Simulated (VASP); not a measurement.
# Al18N in VASP: a series of runs, part 2 of 2

VASP 6.6.1. The steps go on from the part before.

## 3. Relaxation of the atoms, PBE

Input file INCAR:

```
PREC = Accurate ; ENCUT = 520
EDIFF = 1E-7 ; ISMEAR = 0
SIGMA = 0.1 ; LREAL = False
LASPH = True ; NELM = 120
ALGO = Normal ; ISIF = 2
LWAVE = False ; LCHARG = False
LDIPOL = True ; IDIPOL = 3
DIPOL = 0.5 0.5 0.323 ; GGA = PE
IBRION = 2 ; NSW = 36
EDIFFG = -0.025 ; GGA_COMPAT = False
NELMIN = 4 ; NELMDL = -8
KPAR = 4
```

Input file KPOINTS:

```
regular mesh
0
Gamma
  5 3 1
```

Input file POSCAR:

```
Al18N
1.0
    5.7070863110      0.0000000000      0.0000000000
   -1.4267715777      9.7014842373      0.0000000000
    0.0000000000      0.0000000000     20.2903703481
Al N
18 1
Selective dynamics
Direct
    0.2662216041      0.0648864163      0.1971378507  F F F
    0.7662216041      0.0648864163      0.1971378507  F F F
    0.3354806058      0.3419224231      0.2462112388  F F F
    0.8354806058      0.3419224231      0.2462112388  F F F
    0.1493324061      0.5973296244      0.2560259164  F F F
    0.6493324061      0.5973296244      0.2560259164  F F F
    0.4631842064      0.8527368258      0.2658405941  F F F
    0.9631842064      0.8527368258      0.2658405941  F F F
    0.0319772070      0.1277109165      0.3154271774  F F F
    0.5319772070      0.1277109165      0.3154271774  F F F
    0.0997917582      0.4042231291      0.3707799915  F F F
    0.5997917582      0.4042231291      0.3707799915  F F F
    0.4144000518      0.6596656508      0.3785021759  F F F
    0.9144000518      0.6596656508      0.3785021759  F F F
    0.2263076905      0.9110819252      0.3874246333  F F F
    0.7263076905      0.9110819252      0.3874246333  F F F
    0.2962427210      0.1814071991      0.4332286793  F F F
    0.7962427210      0.1814071991      0.4332286793  F F F
    0.6712427210      0.6814071991      0.4311126604  F F T
```

Potentials or basis: VASP PAW PBE potentials, release 64 (Al, N).

Command:

```
$ cat potpaw_PBE.64/Al/POTCAR potpaw_PBE.64/N/POTCAR > POTCAR
$ mpirun -np 4 vasp_std > vasp.out
```

OUTCAR:

```text
PREC = Accurate
   ENCUT = 520
   EDIFF = 1E-7
   ISMEAR = 0
   LREAL = False
   LASPH = True
   NELM = 120
   ISIF = 2
   GGA = PE
   IBRION = 2
   NSW = 36
   EDIFFG = -0.025
   NELMIN = 4
   NELMDL = -8

 ion  position               nearest neighbor table
   1  0.266  0.065  0.197-   2 2.85   2 2.85   9 2.86  10 2.86   3 2.87   7 2.87   8 2.87
   2  0.766  0.065  0.197-   1 2.85   1 2.85  10 2.86   9 2.86   4 2.87   8 2.87   7 2.87
   3  0.335  0.342  0.246-   4 2.85   4 2.85   6 2.87   5 2.87   1 2.87   9 2.89  10 2.89  12 2.96
                            11 2.97
   4  0.835  0.342  0.246-   3 2.85   3 2.85   5 2.87   6 2.87   2 2.87  10 2.89   9 2.89  11 2.96
                            12 2.97
   5  0.149  0.597  0.256-   6 2.85   6 2.85   4 2.87   3 2.87   7 2.87   8 2.87  13 2.93  14 2.93
                            11 2.99
   6  0.649  0.597  0.256-   5 2.85   5 2.85   3 2.87   4 2.87   8 2.87   7 2.87  14 2.93  13 2.93
                            12 2.99
   7  0.463  0.853  0.266-  10 2.85   8 2.85   8 2.85   1 2.87   2 2.87   5 2.87   6 2.87  16 2.90
                            15 2.91  13 2.96
   8  0.963  0.853  0.266-   9 2.85   7 2.85   7 2.85   2 2.87   1 2.87   6 2.87   5 2.87  15 2.90
[... 647 lines left out ...]
     39       0.9139      0.00000

------------------------ aborting loop because EDIFF is reached ----------------------------------------

 vacuum level on the upper side and lower side of the slab       (xc-potential included)         0.178        -0.210

  FORCE on cell =-STRESS in cart. coord.  units (eV):
  Direction    XX          YY          ZZ          XY          YZ          ZX
  --------------------------------------------------------------------------------------
  -------------------------------------------------------------------------------------
  Total      -11.1752396    -12.5240019      0.5034098      0.0249738      0.9510771     -0.3867922
  in kB      -15.9376699    -17.8612196      0.7179424      0.0356167      1.3563873     -0.5516272
  external PRESSURE =     -11.0269823 kB  Pullay stress =       0.0000000 kB

 VOLUME and BASIS-vectors are now :
 -----------------------------------------------------------------------------
  energy-cutoff  :      520.00
  volume of cell :     1123.42
      direct lattice vectors                 reciprocal lattice vectors
     5.707086311  0.000000000  0.000000000     0.175220760  0.025769253  0.000000000
    -1.426771578  9.701484237  0.000000000     0.000000000  0.103077011  0.000000000
     0.000000000  0.000000000 20.290370348     0.000000000  0.000000000  0.049284463

 POSITION                                       TOTAL-FORCE (eV/Angst)
 -----------------------------------------------------------------------------------
      1.42677      0.62949      4.00000         0.037357      0.179427      0.058514
      4.28031      0.62949      4.00000        -0.020506      0.140096      0.070384
      1.42677      3.31715      4.99572        -0.032757     -0.053294      0.099190
      4.28031      3.31715      4.99572         0.030993      0.091555      0.060800
      0.00000      5.79498      5.19486        -0.024874      0.009634     -0.116275
      2.85354      5.79498      5.19486         0.028222     -0.176203     -0.148740
[... 11 lines left out ...]
      4.28540      1.75992      8.79037        -0.010356     -0.038040      0.038429
      2.85863      6.61066      8.74565        -0.223043      1.334021     -0.013097
 -----------------------------------------------------------------------------------
    total drift:                               -0.000017      0.000069      0.000088

  FREE ENERGIE OF THE ION-ELECTRON SYSTEM (eV)
  ---------------------------------------------------
  free  energy   TOTEN  =       -69.5998848414 eV

  energy  without entropy=      -69.5728201488  energy(sigma->0) =      -69.58635250

 reached required accuracy - stopping structural energy minimisation

 vacuum level on the upper side and lower side of the slab         3.596         3.197
```

OSZICAR:

```text
N       E                     dE             d eps       ncg     rms          rms(c)
DAV:   1     0.273305637021E+03    0.27331E+03   -0.16989E+04   624   0.103E+03
DAV:   2    -0.366854906173E+02   -0.30999E+03   -0.30272E+03   896   0.182E+02
DAV:   3    -0.736501277848E+02   -0.36965E+02   -0.35911E+02  1025   0.562E+01
DAV:   4    -0.759739180538E+02   -0.23238E+01   -0.23147E+01   760   0.174E+01
[... 31 lines left out ...]
DAV:   2    -0.695998862369E+02   -0.13747E-04   -0.22040E-04   744   0.685E-02    0.998E-03
DAV:   3    -0.695998849600E+02    0.12769E-05   -0.14978E-05   733   0.188E-02    0.694E-03
DAV:   4    -0.695998851493E+02   -0.18932E-06   -0.73525E-06   732   0.105E-02    0.445E-03
DAV:   5    -0.695998847659E+02    0.38344E-06   -0.24765E-06   765   0.666E-03    0.159E-03
DAV:   6    -0.695998848414E+02   -0.75510E-07   -0.68144E-07   736   0.367E-03
   2 F= -.69599885E+02 E0= -.69586352E+02  d E =-.453112E-04
```

CONTCAR:

```text
Al18N
   1.00000000000000
     5.7070863110000003    0.0000000000000000    0.0000000000000000
    -1.4267715777000001    9.7014842373000008    0.0000000000000000
     0.0000000000000000    0.0000000000000000   20.2903703481000015
  Al              N
    18     1
Selective dynamics
Direct
     0.2662216040999965    0.0648864162999985    0.1971378507000026   F   F   F
     0.7662216040999965    0.0648864162999985    0.1971378507000026   F   F   F
     0.3354806058000008    0.3419224231000015    0.2462112388000008   F   F   F
     0.8354806058000008    0.3419224231000015    0.2462112388000008   F   F   F
     0.1493324061000010    0.5973296243999968    0.2560259163999987   F   F   F
     0.6493324061000010    0.5973296243999968    0.2560259163999987   F   F   F
[... 10 lines left out ...]
     0.2962427209999987    0.1814071991000006    0.4332286793000009   F   F   F
     0.7962427209999987    0.1814071991000006    0.4332286793000009   F   F   F
     0.6712427209999987    0.6814071991000006    0.4310248563413226   F   F   T

  0.00000000E+00  0.00000000E+00  0.00000000E+00
  0.00000000E+00  0.00000000E+00  0.00000000E+00
  0.00000000E+00  0.00000000E+00  0.00000000E+00
  0.00000000E+00  0.00000000E+00  0.00000000E+00
  0.00000000E+00  0.00000000E+00  0.00000000E+00
  0.00000000E+00  0.00000000E+00  0.00000000E+00
[... 11 lines left out ...]
  0.00000000E+00  0.00000000E+00  0.00000000E+00
  0.00000000E+00  0.00000000E+00  0.00000000E+00
```

It took 11 min on 4 MPI ranks of Intel Xeon Platinum 8488C (Sapphire Rapids), shared host; peak memory 1.3 GiB.

Results:

```
Free energy               : -69.5999 eV
Energy gained by relaxing : 0.0 meV/atom
Ionic steps               : 2
Band gap on the k mesh    : zero (an odd number of electrons rules out a gap without spin polarisation)
```

Final structure:
```xyz
19
Lattice="5.7071 0.0000 0.0000 -1.4268 9.7015 0.0000 0.0000 0.0000 20.2904" Properties=species:S:1:pos:R:3 pbc="T T T"
Al    1.4268    0.6295    4.0000
Al    4.2803    0.6295    4.0000
Al    1.4268    3.3172    4.9957
Al    4.2803    3.3172    4.9957
Al    0.0000    5.7950    5.1949
Al    2.8535    5.7950    5.1949
Al    1.4268    8.2728    5.3940
Al    4.2803    8.2728    5.3940
Al    0.0003    1.2390    6.4001
Al    2.8538    1.2390    6.4001
Al   -0.0072    3.9216    7.5233
Al    2.8463    3.9216    7.5233
Al    1.4238    6.3997    7.6799
Al    4.2774    6.3997    7.6799
Al   -0.0083    8.8388    7.8610
Al    2.8452    8.8388    7.8610
Al    1.4319    1.7599    8.7904
Al    4.2854    1.7599    8.7904
N     2.8586    6.6107    8.7457
```

Levels at points of the mesh, in eV from the Fermi level:
```csv
k point,band 26,band 27,band 28,band 29,band 30,band 31,band 32,band 33,band 34,band 35
"(0.00, 0.00, 0.00)",-1.19,-1.14,-0.88,-0.69,-0.30,-0.16,0.22,0.46,0.74,1.12
```
